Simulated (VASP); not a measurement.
Ge: single point with PBE

Crystal: Ge.

```
Ge
1.0
     1.39715   -2.60052    0.00000
     1.39715    2.60052    0.00000
     0.00000    0.00000    2.69823
Ge
1
Direct
  0.50000 0.50000 0.00000
```

```yaml
Program: VASP 6.6.1
Task: single point
Functional: PBE
Potentials_or_basis: VASP PAW PBE potentials, release 64 (Ge_d)
Cutoff: 520 eV
k_mesh: 11 × 11 × 10
Occupations: gaussian, width 0.018 eV
Spin: no spin polarisation
```

The pressure is -0.6 GPa and the band gap on the k mesh is zero (band 7 reaches 12.88 eV, above the bottom of band 8 at 3.82 eV).

Stress tensor (GPa, compression positive):
```
 1.12  0.00  0.00
 0.00 -2.82  0.00
 0.00  0.00 -0.22
```

Levels at points of the mesh, in eV from the Fermi level:
```tsv
k point	band 5	band 6	band 7	band 8	band 9	band 10
(0.00, 0.00, 0.00)	-24.49	-12.85	6.68	7.15	8.66	10.18
(0.00, 0.00, 0.50)	-24.53	-9.08	-5.66	9.98	11.49	16.04
```

Wall time 34 s on 1 thread of AMD EPYC 9R45 (Zen 5), on a shared host, peak memory 0.13 GiB.
